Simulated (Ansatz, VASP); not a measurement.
## SnSe2 in VASP and in Ansatz

Contents of INCAR:

```
  PREC = Accurate
  ENCUT = 520
  EDIFF = 1E-7
  ISMEAR = 0
  SIGMA = 0.01
  LREAL = False
  LASPH = True
  NELM = 80
  ALGO = Normal
  ISIF = 2
  LWAVE = False
  LCHARG = False
  GGA = PS
  NBANDS = 20
```

The input KPOINTS:

```
Automatic mesh
0
Gamma
  12 12 4
```

Contents of POSCAR:

```
SnSe2
1.0
    3.7768187865      0.0000000000      0.0000000000
   -1.8884093933      3.2708211991      0.0000000000
    0.0000000000      0.0000000000      6.0809656453
Sn Se
1 2
Direct
    0.0000000000      0.0000000000      0.0000000000
    0.3333333333      0.6666666667      0.2490000000
    0.6666666667      0.3333333333      0.7510000000
```

Input for Ansatz:

```yaml
crystal:
  lattice:
    - [3.776818786526513, 0.0, 0.0]
    - [-1.8884093932632564, 3.2708211991299376, 0.0]
    - [0.0, 0.0, 6.0809656452707115]
  atoms:
    - { symbol: Sn, position: [0.0, 0.0, 0.0] }
    - { symbol: Se, position: [0.3333333333333333, 0.6666666666666666, 0.249] }
    - { symbol: Se, position: [0.6666666666666666, 0.3333333333333333, 0.751] }
basis:
  ecutwfc: 571.4391111657479
kpoints:
  mp_grid:
    grid: [12, 12, 4]
hamiltonian:
  xc: pbesol
scf:
  occupations:
    method: fixed
output:
  stress: true
```

Alike in both runs: task single point; functional PBEsol; k mesh 12 × 12 × 4; no spin polarisation.

|  | VASP | Ansatz |
| --- | --- | --- |
| version | VASP 6.6.1 | Ansatz 0.2.0 |
| potentials or method | VASP PAW PBE potentials, release 64 (Sn_d, Se), cutoff 520 eV | plane waves, PAW |
| occupations | gaussian, width 0.01 eV | fixed |
| valence electrons in the cell | 26 | 46 |

```tsv
	VASP	Ansatz	Ansatz less VASP
pressure (GPa)	4.8	4.7	-0.15
traceless stress, the component that is largest in VASP (GPa)	1.22	1.23	0.000
```

VASP's potentials were made for PBE, not for PBEsol. VASP's potentials hold 26 valence electrons a cell and Ansatz's 46, so a difference there can come from the potentials and not from the codes.
